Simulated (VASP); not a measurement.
Rh, 1 atom in the cell. The structure is cubic, space group Fm-3m (No. 225). The conventional cell has a = 3.806 Å, b = 3.806 Å, c = 3.806 Å, α = 90.00°, β = 90.00°, γ = 90.00°. Within 3.5 Å of Rh (site symmetry m-3m) lie 12 Rh at 2.69 Å. 

```yaml
Program: VASP 6.6.1
Task: single point
Functional: r2SCAN
Potentials_or_basis: VASP PAW PBE potentials, release 64 (Rh_pv)
Cutoff: 520 eV
k_mesh: 8 × 8 × 8
Occupations: gaussian, width 0.1 eV
Spin: no spin polarisation
Dipole_correction: no
Further_INCAR_settings: ALGO = Normal; EDIFF = 1e-06; NBANDS = 14
```

Potentials or basis: VASP PAW PBE potentials, release 64 (Rh_pv).

The run is started by

```sh
$ cat potpaw_PBE.64/Rh_pv/POTCAR > POTCAR
$ cp INCAR.step1 INCAR
$ mpirun -np 1 vasp_std > vasp.out
$ cp INCAR.step2 INCAR
$ mpirun -np 1 vasp_std > vasp.out
```

Hardware: 1 thread of Intel Xeon 8259CL (shared host).

Task: How long does it take, and how much memory?

Result: Run time: 32 s on 1 thread of Intel Xeon 8259CL, with other jobs on the host, peak memory 0.13 GiB. Counts: k points 29.
